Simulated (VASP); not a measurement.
Input of a VASP 6.6.1 run:

INCAR

```
SYSTEM = InGaN
  ALGO = Normal
  EDIFF = 1E-6
  ENCUT = 520
  GGA = PE
  ISIF = 2
  ISMEAR = 0
  LASPH = .TRUE.
  LCHARG = .FALSE.
  LREAL = .FALSE.
  LWAVE = .FALSE.
  NBANDS = 22
  NELM = 60
  PREC = Accurate
  SIGMA = 0.1
```

The input KPOINTS:

```
k-points
0
G
  16 16 8
  0 0 0
```

The input POSCAR:

```
InGaN
1.0
    2.9491536517      0.0000000000      0.0000000000
    0.0000000000      2.9491536517      0.0000000000
    0.0000000000      0.0000000000      5.8101353552
In Ga N
1 1 1
Direct
    0.0000000000      0.0000000000      0.5000000000
    0.5000000000      0.5000000000      0.0000000000
    0.0000000000      0.0000000000      0.0000000000
```

Potentials or basis: VASP PAW PBE potentials, release 64 (In_d, Ga_d, N).

The run is started by

```bash
$ cat potpaw_PBE.64/In_d/POTCAR potpaw_PBE.64/Ga_d/POTCAR potpaw_PBE.64/N/POTCAR > POTCAR
$ mpirun -np 1 vasp_std > vasp.out
```

What does it give for the pressure?

0.2 GPa.

Stress tensor (GPa, compression positive):
```
 0.29  0.00  0.00
 0.00  0.29  0.00
 0.00  0.00 -0.05
```
